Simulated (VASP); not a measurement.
# As in VASP: a series of runs

As is run at these levels: LDA, HSE06; tasks: single point.

Everything below comes from runs of VASP 6.6.1. Logs are shortened: lines on timing, memory, paths and dates and some standing lists are left out, and cuts for length are marked.

## Step 1: The cell of the first run

The cell holds a slab with vacuum, 4 atoms: a = 4.807 Å, b = 3.634 Å, c = 28.270 Å, α = 90.00°, β = 90.00°, γ = 90.00°.

## Step 2: Single point, LDA

INCAR reads:

```
ALGO     = Normal         # electronic algorithm
DIPOL    = 0.5 0.5 0.336
EDIFF    = 1E-6           # SCF threshold, eV
ENCUT    = 400            # plane-wave cutoff, eV
GGA_COMPAT= False        
IDIPOL   = 3            
ISIF     = 2              # what is computed and relaxed
ISMEAR   = 0              # smearing method
LASPH    = True           # aspherical terms in the spheres
LCHARG   = False          # write CHGCAR
LDIPOL   = True         
LREAL    = False          # projectors in reciprocal space
LWAVE    = False          # write WAVECAR
NBANDS   = 38             # bands
NELM     = 120            # most SCF steps
NELMDL   = -8           
PREC     = Accurate       # precision mode
SIGMA    = 0.01           # smearing width, eV
```

KPOINTS reads:

```
k-points
0
Gamma
  6 8 1
```

POSCAR reads:

```
As
1.0
    4.8073432907      0.0000000000      0.0000000000
    0.0000000000      3.6338988400      0.0000000000
    0.0000000000      0.0000000000     28.2703730404
As
4
Direct
    0.0760355692      0.0000000000      0.3777315134
    0.4239644308      0.5000000000      0.3777315134
    0.5760355692      0.5000000000      0.2943501734
    0.9239644308      0.0000000000      0.2943501734
```

Potentials or basis: VASP PAW LDA potentials, release 64 (As_d).

Command:

```sh
cat potpaw_LDA.64/As_d/POTCAR > POTCAR
mpirun -np 1 vasp_std > vasp.out
```

OUTCAR:

```text
EDIFF = 1E-6
   ENCUT = 400
   ISIF = 2
   ISMEAR = 0
   LASPH = True
   LREAL = False
   NELM = 120
   NELMDL = -8
   PREC = Accurate

 ion  position               nearest neighbor table
   1  0.076  0.000  0.378-   4 2.47   2 2.47   2 2.47
   2  0.424  0.500  0.378-   3 2.47   1 2.47   1 2.47
   3  0.576  0.500  0.294-   2 2.47   4 2.47   4 2.47
   4  0.924  0.000  0.294-   1 2.47   3 2.47   3 2.47

  LATTYP: Found a simple orthorhombic cell.
 ALAT       =     3.6338988400
 B/A-ratio  =     1.3229161026
 C/A-ratio  =     7.7796257643

  Lattice vectors:

 A1 = (   0.0000000000,  -3.6338988400,   0.0000000000)
 A2 = (   4.8073432907,   0.0000000000,   0.0000000000)
 A3 = (   0.0000000000,   0.0000000000,  28.2703730404)

Analysis of symmetry for initial positions (statically):
=====================================================================
 Subroutine PRICEL returns:
 Original cell was already a primitive cell.

 Routine SETGRP: Setting up the symmetry group for a
 simple orthorhombic supercell.

 Subroutine GETGRP returns: Found  8 space group operations
 (whereof  2 operations were pure point group operations)
 out of a pool of  8 trial point group operations.

The static configuration has the point symmetry C_1h.
 The point group associated with its full space group is D_2h.

Analysis of symmetry for dynamics (positions and initial velocities):
=====================================================================
 Subroutine PRICEL returns:
 Original cell was already a primitive cell.

 Routine SETGRP: Setting up the symmetry group for a
 simple orthorhombic supercell.

 Subroutine GETGRP returns: Found  8 space group operations
 (whereof  2 operations were pure point group operations)
 out of a pool of  8 trial point group operations.

The dynamic configuration has the point symmetry C_1h.
 The point group associated with its full space group is D_2h.

 Subroutine INISYM returns: Found  8 space group operations
 (whereof  2 operations are pure point group operations),
 and found     1 'primitive' translations

----------------------------------------------------------------------------------------

                                     Primitive cell

  volume of cell :     493.8664

  direct lattice vectors                    reciprocal lattice vectors
     4.807343291  0.000000000  0.000000000     0.208015101  0.000000000  0.000000000
     0.000000000  3.633898840  0.000000000     0.000000000  0.275186527  0.000000000
     0.000000000  0.000000000 28.270373040     0.000000000  0.000000000  0.035372720

  length of vectors
[... 90 lines left out ...]
   TEBEG  =    0.0;   TEEND  =   0.0 temperature during run
   PSTRESS=    0.0 pullay stress
   NELECT =      60.0000    total number of electrons
   NUPDOWN=      -1.0000    fix difference up-down
   EMIN   =  10.00;   EMAX   =-10.00  energy-range for DOS
   EFERMI =   0.00;   METHOD = LEGACY
   ISMEAR =     0;   SIGMA  =   0.01  broadening in eV -4-tet -1-fermi 0-gaus
   EFERMI_NEDOS =   21; number of points for ismear=-14 and -15
   IALGO  =     38    algorithm
   IMIX   =      4    mixing-type and parameters
     AMIX     =   0.40;   BMIX     =  1.00
     AMIX_MAG =   1.60;   BMIX_MAG =  1.00
  volume/ion in A,a.u.               =     123.47       833.19
  Fermi-wavevector in a.u.,A,eV,Ry     =   0.810816  1.532219  8.944768  0.657422
  Thomas-Fermi vector in A             =   1.920061
   LORBIT       =      0    0 simple, 1 ext, 2 COOP (PROOUT), +10 PAW based schemes
   GGA     = CA    functional components
   LHFCALC =     F    Hartree Fock is set to
   AEXX    =    0.0000 exact exchange contribution
   IVDW    =     0    specifies the selected vdW correction
   LEPSILON=     F    determine dielectric tensor
   LRPA    =     F    only Hartree local field effects (RPA)
 non-spin polarized calculation
 Gauss-broadening in eV      SIGMA  =   0.01
  energy-cutoff  :      400.00
  volume of cell :      493.87
 maximum number of plane-waves:      9012
 NGX is ok and might be reduce to    32
   NGX = 15   NGY = 11   NGZ = 93

 dipolmoment           0.000000      0.000000      0.000001 electrons x Angstroem

 number of electron      60.0000065 magnetization

 dipolmoment           0.000000      0.000000     -0.000000 electrons x Angstroem

 Free energy of the ion-electron system (eV)
  ---------------------------------------------------
  ext. energy  EPLUGINS =         0.00000000
  ---------------------------------------------------
  free energy    TOTEN  =       -20.84777942 eV

  energy without entropy =      -20.84777942  energy(sigma->0) =      -20.84777942

 E-fermi :  -3.4377     XC(G=0):  -2.4187

 val. band max:       -3.5520388906   @ k =   0.0000   0.0000   0.0000
 cond. band min:      -2.7012478245   @ k =   0.0000   0.0000   0.0000
 fundamental gap:      0.8507910662
 Fermi energy:        -3.4376931218

 k-point     1 :       0.0000    0.0000    0.0000
  band No.  band energies     occupation
      1     -39.3204      2.00000
      2     -39.3140      2.00000
      3     -39.2917      2.00000
      4     -39.2729      2.00000
      5     -39.2626      2.00000
      6     -39.2209      2.00000
[... 809 lines left out ...]
     37       2.5354      0.00000
     38       2.5354      0.00000

------------------------ aborting loop because EDIFF is reached ----------------------------------------

 vacuum level on the upper side and lower side of the slab       (xc-potential included)        -0.006        -0.006

  FORCE on cell =-STRESS in cart. coord.  units (eV):
  Direction    XX          YY          ZZ          XY          YZ          ZX
  --------------------------------------------------------------------------------------
  -------------------------------------------------------------------------------------
  Total       -1.5517269     -1.6146432     -0.5216859      0.0000000      0.0000000      0.0000000
  in kB       -5.0340364     -5.2381466     -1.6924280      0.0000000      0.0000000      0.0000000
  external PRESSURE =      -3.9882037 kB  Pullay stress =       0.0000000 kB

 VOLUME and BASIS-vectors are now :
 -----------------------------------------------------------------------------
  energy-cutoff  :      400.00
  volume of cell :      493.87
      direct lattice vectors                 reciprocal lattice vectors
     4.807343291  0.000000000  0.000000000     0.208015101  0.000000000  0.000000000
     0.000000000  3.633898840  0.000000000     0.000000000  0.275186527  0.000000000
     0.000000000  0.000000000 28.270373040     0.000000000  0.000000000  0.035372720

 POSITION                                       TOTAL-FORCE (eV/Angst)
 -----------------------------------------------------------------------------------
      0.36553      0.00000     10.67861        -0.082963     -0.000000     -0.080768
      2.03814      1.81695     10.67861         0.082963      0.000000     -0.080768
      2.76920      1.81695      8.32139        -0.082963      0.000000      0.080768
      4.44181      0.00000      8.32139         0.082963      0.000000      0.080768
 -----------------------------------------------------------------------------------
    total drift:                                0.000000      0.000000     -0.000162

  FREE ENERGIE OF THE ION-ELECTRON SYSTEM (eV)
  ---------------------------------------------------
  free  energy   TOTEN  =       -20.8477794210 eV

  energy  without entropy=      -20.8477794210  energy(sigma->0) =      -20.84777942

 vacuum level on the upper side and lower side of the slab         1.405         1.405
```

OSZICAR:

```text
N       E                     dE             d eps       ncg     rms          rms(c)
DAV:   1     0.531687196178E+03    0.53169E+03   -0.29571E+04  2034   0.377E+03
DAV:   2     0.683396592348E+02   -0.46335E+03   -0.45122E+03  1862   0.897E+02
DAV:   3    -0.152371737299E+02   -0.83577E+02   -0.82820E+02  2336   0.179E+02
[... 16 lines left out ...]
DAV:  20    -0.208477576900E+02   -0.22600E-04   -0.68540E-07  1220   0.524E-03    0.475E-04
DAV:  21    -0.208477722218E+02   -0.14532E-04   -0.68371E-07  1164   0.510E-03    0.649E-04
DAV:  22    -0.208477760985E+02   -0.38767E-05   -0.99935E-08  1268   0.301E-03    0.236E-04
DAV:  23    -0.208477789607E+02   -0.28623E-05   -0.81056E-08  1100   0.286E-03    0.186E-04
DAV:  24    -0.208477794210E+02   -0.46024E-06   -0.21656E-08  1094   0.219E-03
   1 F= -.20847779E+02 E0= -.20847779E+02  d E =-.193364E-60
```

It took 3.7 min on 1 thread of Intel Xeon Platinum 8488C (Sapphire Rapids), shared host; peak memory 0.38 GiB.

What came out:

```
Free energy            : -20.8478 eV
Largest force          : 0.116 eV/Å
Band gap on the k mesh : 0.85 eV
```

Forces in eV/Å, atoms in the order of the input:
```
As  -0.083  0.000 -0.081
As   0.083  0.000 -0.081
As  -0.083  0.000  0.081
As   0.083  0.000  0.081
```

## Step 3: Single point, HSE06

This run uses another cell than the first one.

POSCAR reads:

```
As
1.0
    4.4925389319      0.0000000000      0.0000000000
    0.0000000000      3.7245675574      0.0000000000
    0.0000000000      0.0000000000     28.2703730404
As
4
Direct
    0.0659931490      0.0000000000      0.3779861751
    0.4340068510      0.5000000000      0.3779861751
    0.5659931490      0.5000000000      0.2940955117
    0.9340068510      0.0000000000      0.2940955117
```

INCAR.step1 reads:

```
SYSTEM = As
PREC     = Accurate       ! precision mode
ENCUT    = 520            ! plane-wave cutoff, eV
EDIFF    = 1E-5           ! SCF threshold, eV
ISMEAR   = -1             ! smearing method
SIGMA    = 0.02           ! smearing width, eV
LREAL    = .False.        ! projectors in reciprocal space
LASPH    = .True.         ! aspherical terms in the spheres
NELM     = 100            ! most SCF steps
ALGO     = Normal         ! electronic algorithm
ISIF     = 2              ! what is computed and relaxed
LWAVE    = .True.         ! write WAVECAR
LCHARG   = .False.        ! write CHGCAR
LDIPOL   = .True.       
IDIPOL   = 3            
DIPOL    = 0.5 0.5 0.336
GGA      = PE             ! functional
NBANDS   = 18             ! bands
```

INCAR.step2 reads:

```
SYSTEM = As
PREC     = Accurate       ! precision mode
ENCUT    = 520            ! plane-wave cutoff, eV
EDIFF    = 1E-7           ! SCF threshold, eV
ISMEAR   = -1             ! smearing method
SIGMA    = 0.02           ! smearing width, eV
LREAL    = .False.        ! projectors in reciprocal space
LASPH    = .True.         ! aspherical terms in the spheres
NELM     = 100            ! most SCF steps
ALGO     = Normal         ! electronic algorithm
ISIF     = 2              ! what is computed and relaxed
LWAVE    = .False.        ! write WAVECAR
LCHARG   = .False.        ! write CHGCAR
LDIPOL   = .True.       
IDIPOL   = 3            
DIPOL    = 0.5 0.5 0.336
GGA      = PE             ! functional
LHFCALC  = .True.         ! exact exchange
HFSCREEN = 0.2079         ! screening, 1/A
PRECFOCK = Normal       
ISTART   = 1            
NBANDS   = 18             ! bands
```

KPOINTS reads:

```
regular mesh
0
Gamma
  4 4 1
  0 0 0
```

Potentials or basis: VASP PAW PBE potentials, release 64 (As).

Command:

```sh
cat potpaw_PBE.64/As/POTCAR > POTCAR
cp INCAR.step1 INCAR
mpirun -np 1 vasp_std > vasp.out
cp INCAR.step2 INCAR
mpirun -np 1 vasp_std > vasp.out
```

It took 52 min on 1 thread of Intel Xeon 8259CL, shared host; peak memory 0.64 GiB.

Results (log left out):

```
Free energy            : -22.3158 eV
Largest force          : 0.016 eV/Å
Band gap on the k mesh : 1.40 eV
```

Forces on the atoms (eV/Å):
```
As   0.007  0.000 -0.014
As  -0.007  0.000 -0.014
As   0.007  0.000  0.014
As  -0.007  0.000  0.014
```

Levels at points of the mesh, in eV from the valence-band top:
```
           k point  band 6  band 7  band 8  band 9  band 10  band 11  band 12  band 13  band 14  band 15
(0.00, 0.00, 0.00)   -4.23   -3.46   -1.74   -1.56     0.00     1.40     2.49     3.20     4.14     4.62
(0.50, 0.00, 0.00)   -3.04   -2.21   -2.21   -0.61    -0.61     2.02     2.02     3.39     3.39     3.77
(0.00, 0.50, 0.00)   -3.78   -2.41   -2.41   -1.99    -1.99     1.98     1.98     2.34     2.34     3.86
(0.50, 0.50, 0.00)   -5.39   -4.39   -4.39   -1.69    -1.69     3.41     3.41     5.75     5.75     6.46
```

Caveat: the k points lie up to 0.42 Å⁻¹ apart; the PAW data sets were made with another functional, which shifts forces and pressure a little.
